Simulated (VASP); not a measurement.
Crystal: Co.

```
CELL_PARAMETERS angstrom
2.50710 0.00000 0.00000
-1.25355 2.17121 0.00000
0.00000 0.00000 4.06860
ATOMIC_POSITIONS crystal
Co 0.33333 0.66667 0.25000
Co 0.66667 0.33333 0.75000
```

* Program: VASP 6.6.1
* Task: relaxation of cell and atoms
* Functional: revPBE
* Potentials or basis: VASP PAW PBE potentials, release 64 (Co)
* Cutoff: 600 eV
* k mesh: 14 × 14 × 8
* Occupations: fermi-dirac, width 0.1 eV
* Spin: no spin polarisation

At the start: pressure -10.4 GPa; volume 11.07 Å³/atom.

Where does the relaxation end?

Over 12 steps the energy falls by 19.9 meV/atom and the volume is 10.51 Å³/atom (-5.1 %); space group P6_3/mmc (No. 194, to 0.05 Å).

Step by step:
```csv
step,energy change (eV),largest force (eV/Å),pressure (GPa),volume (Å³)
1,0.0000,0.0000,-10.44,22.15
2,0.0076,0.0000,14.44,19.91
3,-0.0396,0.0000,-0.01,21.03
4,-0.0396,0.0000,0.25,21.01
5,-0.0398,0.0000,0.20,21.01
6,-0.0398,0.0000,0.17,21.01
7,-0.0398,0.0000,0.21,21.01
8,-0.0398,0.0000,0.19,21.01
9,-0.0398,0.0000,0.24,21.01
10,-0.0398,0.0000,0.25,21.01
11,-0.0398,0.0000,-0.36,21.06
12,-0.0398,0.0000,0.05,21.03
```

Final structure:
```yaml
crystal:
  lattice:
    - [2.47041, 0.00000, 0.00000]
    - [-1.23520, 2.13944, 0.00000]
    - [0.00000, 0.00000, 3.97848]
  atoms:
    - { symbol: Co, position: [0.33333, 0.66667, 0.25000] }
    - { symbol: Co, position: [0.66667, 0.33333, 0.75000] }
```

Caveat: the PAW data sets were made with another functional, which shifts forces and pressure a little; the run has no spin polarisation, though such a crystal can be magnetic.
